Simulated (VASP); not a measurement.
**BaTiO3: single point with PBE**

The system is BaTiO3.

```xyz
5
Lattice="3.8798 0.0000 0.0000 0.0000 3.8798 0.0000 0.0000 0.0000 4.0180" Properties=species:S:1:pos:R:3 pbc="T T T"
Ba    0.0000    0.0000    0.0000
Ti    1.9399    1.9399    1.9367
O     1.9399    1.9399    0.0643
O     1.9399    0.0000    2.0693
O     0.0000    1.9399    2.0693
```

This cell differs from its parent crystal: equal xx and yy strain of -3 %.

```json
{
 "Program": "VASP 6.6.1",
 "Task": "single point",
 "Functional": "PBE",
 "Potentials or basis": "VASP PAW PBE potentials, release 64 (Ba_sv, Ti_sv, O)",
 "Cutoff": "520 eV",
 "k mesh": "7 × 7 × 7",
 "Occupations": "fermi-dirac, width 0.08 eV",
 "Spin": "no spin polarisation"
}
```

```yaml
Pressure: 17.1 GPa
Largest_force: 0.166 eV/Å
Band_gap_on_the_k_mesh: 2.00 eV, indirect (least direct gap 2.22 eV)
```

Forces in eV/Å, atoms in the order of the input:
```
Ba   0.000  0.000 -0.063
Ti   0.000  0.000  0.105
O    0.000  0.000  0.166
O    0.000  0.000 -0.104
O    0.000  0.000 -0.104
```

Stress tensor (GPa, compression positive):
```
18.97  0.00  0.00
 0.00 18.97  0.00
 0.00  0.00 13.24
```

Levels at points of the mesh, in eV from the valence-band top:
```csv
k point,band 18,band 19,band 20,band 21,band 22,band 23
"(0.00, 0.00, 0.00)",-0.28,-0.22,-0.22,2.00,2.27,2.27
```

It took 88 s on 1 thread of AMD EPYC 7R43 64-Core Processor (Zen 3) (shared host), peak memory 0.17 GiB.

Caveat: the cell differs from its parent crystal (equal xx and yy strain of -3 %); spin-orbit coupling is left out, which moves the levels of the heavy elements. A k mesh can miss the band edges.
